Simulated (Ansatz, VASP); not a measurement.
S in VASP and in Ansatz

The input INCAR:

```
SYSTEM = S
PREC = Accurate
ENCUT = 520
EDIFF = 1E-6
ISMEAR = 0
SIGMA = 0.2
LREAL = .False.
LASPH = .True.
NELM = 100
ALGO = Normal
ISIF = 2
LWAVE = .False.
LCHARG = .True.
LDIPOL = .True.
IDIPOL = 3
DIPOL = 0.5 0.5 0.294
GGA = PE
LELF = .True.
LVHAR = .True.
LVACPOTAV = .True.
NBANDS = 41
```

Contents of KPOINTS:

```
Automatic mesh
0
Gamma
  4 4 1
  0 0 0
```

The input POSCAR:

```
S
1.0
   12.9775903865     -7.4926153032      0.0000000000
    0.0000000000      7.4926153031      0.0000000000
    0.0000000000      0.0000000000     23.8000000000
S
10
Direct
    0.0000000000      0.6666666667      0.2941176471
    0.5000000000      0.6666666667      0.2941176471
    0.3333333333      0.0000000000      0.2941176471
    0.8333333333      0.0000000000      0.2941176471
    0.4166457813      0.3333333333      0.2941176471
    0.9166457814      0.3333333333      0.2941176471
    0.4166875520      0.8333751040      0.2941176471
    0.9166875520      0.8333751040      0.2941176471
    0.1666666667      0.8332915627      0.2941176471
    0.6666666667      0.8332915627      0.2941176471
```

Input for Ansatz:

```yaml
crystal:
  lattice:
    - [12.9775903865, -7.4926153032, 0.0]
    - [0.0, 7.4926153031, 0.0]
    - [0.0, 0.0, 23.8]
  atoms:
    - { symbol: S, position: [0.0, 0.6666666667, 0.2941176471] }
    - { symbol: S, position: [0.5, 0.6666666667, 0.2941176471] }
    - { symbol: S, position: [0.3333333333, 0.0, 0.2941176471] }
    - { symbol: S, position: [0.8333333333, 0.0, 0.2941176471] }
    - { symbol: S, position: [0.4166457813, 0.3333333333, 0.2941176471] }
    - { symbol: S, position: [0.9166457814, 0.3333333333, 0.2941176471] }
    - { symbol: S, position: [0.416687552, 0.833375104, 0.2941176471] }
    - { symbol: S, position: [0.916687552, 0.833375104, 0.2941176471] }
    - { symbol: S, position: [0.1666666667, 0.8332915627, 0.2941176471] }
    - { symbol: S, position: [0.6666666667, 0.8332915627, 0.2941176471] }
  periodic: [true, true, false]
basis:
  ecutwfc: 420
kpoints:
  mp_grid: { grid: [4, 4, 1] }
hamiltonian:
  xc: pbe
scf:
  occupations: { method: gaussian, width: 0.2 }
  lower_state_search: "off"
output:
  forces: true
  stress: true
  eigenvalues: true
```

Alike in both runs: task single point; functional PBE; k mesh 4 × 4 × 1; occupations gaussian, width 0.2 eV; no spin polarisation.

```csv
,VASP,Ansatz
version,VASP 6.6.1,Ansatz 0.2.0
potentials or method,"VASP PAW PBE potentials, release 64 (S), cutoff 520 eV","scalar-relativistic, plane waves, PAW"
valence electrons in the cell,60,60
```

```tsv
	VASP	Ansatz	Ansatz less VASP
gap on the k mesh at the Fermi level (eV)	none	none	-
rms of the force components (eV/Å)	0.022	0.022	0.0000
```

Atom by atom the forces differ by 0.000 eV/Å (rms over components). A gap of «none» marks a metal or a gap that the smearing closes.
